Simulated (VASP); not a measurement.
Write the native input for VASP 6.6.1 that does the following.

| Property | Result |
| --- | --- |
| Task | single point |
| Functional | PBE |
| Potentials or basis | VASP PAW PBE potentials, release 64 (Ba_sv) |
| Cutoff | 520 eV |
| k mesh | 6 × 6 × 1 |
| Occupations | fermi-dirac, width 0.1 eV |
| Spin | no spin polarisation |
| Dipole correction | yes |
| Electric field (eV/Å) | 0.2 |
| Further INCAR settings | ALGO = Normal; EDIFF = 1e-07; NBANDS = 33; EFIELD = -0.2 |

The structure of Ba lies in POSCAR:

```
Ba
1.0
    7.1064158584      0.0000000000      0.0000000000
   -3.5532079292      6.1543366632      0.0000000000
    0.0000000000      0.0000000000     25.8024000000
Ba
5
Direct
    0.8333333333      0.1666666667      0.3825801834
    0.1666666667      0.8333333333      0.4557972596
    0.5000000000      0.5000000000      0.5000000033
    0.8333333333      0.1666666667      0.5442027401
    0.1666666667      0.8333333333      0.6174198136
```

These files were run (other wordings do the same):

INCAR

```
ALGO = Normal
DIPOL = 0.5 0.5 0.500
EDIFF = 1E-7
EFIELD = -0.2
ENCUT = 520
GGA = PE
IDIPOL = 3
ISIF = 2
ISMEAR = -1
LASPH = True
LCHARG = False
LDIPOL = True
LREAL = False
LWAVE = False
NBANDS = 33
NELM = 80
PREC = Accurate
SIGMA = 0.1
```

KPOINTS

```
k-points
0
Gamma
  6 6 1
```

Potentials or basis: VASP PAW PBE potentials, release 64 (Ba_sv).

Run with:

```bash
$ cat potpaw_PBE.64/Ba_sv/POTCAR > POTCAR
$ mpirun -np 1 vasp_std > vasp.out
```

It gave:

```
Largest force          : 0.033 eV/Å
Band gap on the k mesh : 0.09 eV, direct
```

Caveat: spin-orbit coupling is left out, which moves the levels of the heavy elements.

Run time: 12 min on 1 thread of Intel(R) Xeon(R) Platinum 8375C CPU @ 2.90GHz (Ice Lake) (shared host), peak memory 1 GiB.
